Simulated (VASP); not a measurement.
A run of VASP 6.6.1 is set up as follows.

File INCAR:

```
PREC = Accurate
ENCUT = 520
EDIFF = 1E-6
ISMEAR = 0
SIGMA = 0.05
LREAL = False
LASPH = True
NELM = 100
ALGO = Normal
ISIF = 2
LWAVE = False
LCHARG = False
GGA = PS
NBANDS = 16
```

The input KPOINTS:

```
regular mesh
0
Gamma
  9 9 6
```

File POSCAR:

```
AlN
1.0
    3.3212000000      0.0000000000      0.0000000000
   -1.6606000000      2.8762435710      0.0000000000
    0.0000000000      0.0000000000      4.3470000000
Al N
2 2
Direct
    0.3333333333      0.6666666667      0.7500000000
    0.6666666667      0.3333333333      0.2500000000
    0.3333333333      0.6666666667      0.2500000000
    0.6666666667      0.3333333333      0.7500000000
```

Potentials or basis: VASP PAW PBE potentials, release 64 (Al, N).

Command:

```bash
$ cat potpaw_PBE.64/Al/POTCAR potpaw_PBE.64/N/POTCAR > POTCAR
$ mpirun -np 1 vasp_std > vasp.out
```

(1) Estimate the pressure.

(2) Estimate the band gap on the k mesh.

Results:

(1) -10.2 GPa.

(2) 2.77 eV, direct.

Caveat: the PAW data sets were made with another functional, which shifts forces and pressure a little.
